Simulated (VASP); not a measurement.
Ba, 2 atoms in the cell. The structure is cubic, space group Fd-3m (No. 227). The conventional cell has a = 10.567 Å, b = 10.567 Å, c = 10.567 Å, α = 90.00°, β = 90.00°, γ = 90.00°. This isn't the form of Ba at room conditions, which is bcc.

| Item | Value |
| --- | --- |
| Program | VASP 6.6.1 |
| Task | single point |
| Functional | RPBE |
| Potentials or basis | VASP PAW PBE potentials, release 64 (Ba_sv) |
| Cutoff | 520 eV |
| k mesh | 6 × 6 × 6 |
| Occupations | fermi-dirac, width 0.1 eV |
| Spin | no spin polarisation |
| Dipole correction | no |
| Further INCAR settings | ALGO = Normal; EDIFF = 1e-06; NBANDS = 17 |

Potentials or basis: VASP PAW PBE potentials, release 64 (Ba_sv).

Launch:

```bash
$ cat potpaw_PBE.64/Ba_sv/POTCAR > POTCAR
$ mpirun -np 1 vasp_std > vasp.out
```

Hardware: 1 thread of Intel(R) Xeon(R) Platinum 8488C (Sapphire Rapids) (shared host).

Estimate the wall time of this run.

It took 52 s on 1 thread of Intel(R) Xeon(R) Platinum 8488C (Sapphire Rapids) (shared host), peak memory 0.44 GiB. Counts: scf iterations 13, k points 16.
